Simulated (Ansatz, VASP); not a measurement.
# One calculation of NbRh, two programs

Contents of INCAR:

```
PREC = Accurate
ENCUT = 520
EDIFF = 1E-6
ISMEAR = -1
SIGMA = 0.05
LREAL = F
LASPH = T
NELM = 60
ALGO = Normal
ISIF = 2
LWAVE = F
LCHARG = F
GGA = CA
NBANDS = 21
```

File KPOINTS:

```
Automatic mesh
0
Gamma
  13 13 10
```

The input POSCAR:

```
NbRh
1.0
    2.8420000000      0.0000000000      0.0000000000
    0.0000000000      2.8420000000      0.0000000000
    0.0000000000      0.0000000000      3.8090000000
Nb Rh
1 1
Direct
    0.0000000000      0.0000000000      0.0000000000
    0.5000000000      0.5000000000      0.5000000000
```

Input for Ansatz:

```yaml
crystal:
  lattice:
    - [2.842, 0.0, 0.0]
    - [0.0, 2.842, 0.0]
    - [0.0, 0.0, 3.809]
  atoms:
    - { symbol: Nb, position: [0.0, 0.0, 0.0] }
    - { symbol: Rh, position: [0.5, 0.5, 0.5] }
kpoints:
  mp_grid: { grid: [13, 13, 10] }
  band_path:
    path:
      - [0.0, 0.0, 0.0]
      - [0.0, 0.5, 0.0]
      - [0.5, 0.5, 0.0]
      - [0.0, 0.0, 0.0]
      - [0.0, 0.0, 0.5]
      - [0.0, 0.5, 0.5]
      - [0.5, 0.5, 0.5]
      - [0.0, 0.0, 0.5]
      - [0.0, 0.5, 0.0]
    npoints: 14
scf:
  occupations: { method: fermi_dirac, width: 0.05 }
hamiltonian:
  xc: lda
  pseudopotentials: { kind: all_electron, lapw: { basis_error: 0.001 } }
output:
  forces: true
  stress: true
  eigenvalues: true
  populations: true
```

Alike in both runs: task single point; functional LDA; k mesh 13 × 13 × 10; occupations fermi-dirac, width 0.05 eV; no spin polarisation.

```csv
,VASP,Ansatz
version,VASP 6.6.1,Ansatz 0.2.0
potentials or method,"VASP PAW LDA potentials, release 64 (Nb_sv, Rh_pv), cutoff 520 eV","all-electron LAPW, scalar-relativistic"
```

Ansatz gave:

| Quantity | Value |
| --- | --- |
| pressure (GPa) | -5.6 |
| traceless stress, the component that is largest in VASP (GPa) | 1.40 |

Task: Which values does VASP return?

Result: Pressure (GPa): -5.5; traceless stress, the component that is largest in VASP (GPa): 1.41.

LDA's correlation is that of Perdew and Zunger in VASP and of Perdew and Wang (1992) in Ansatz. Ansatz ran all-electron here, and VASP with PAW potentials.
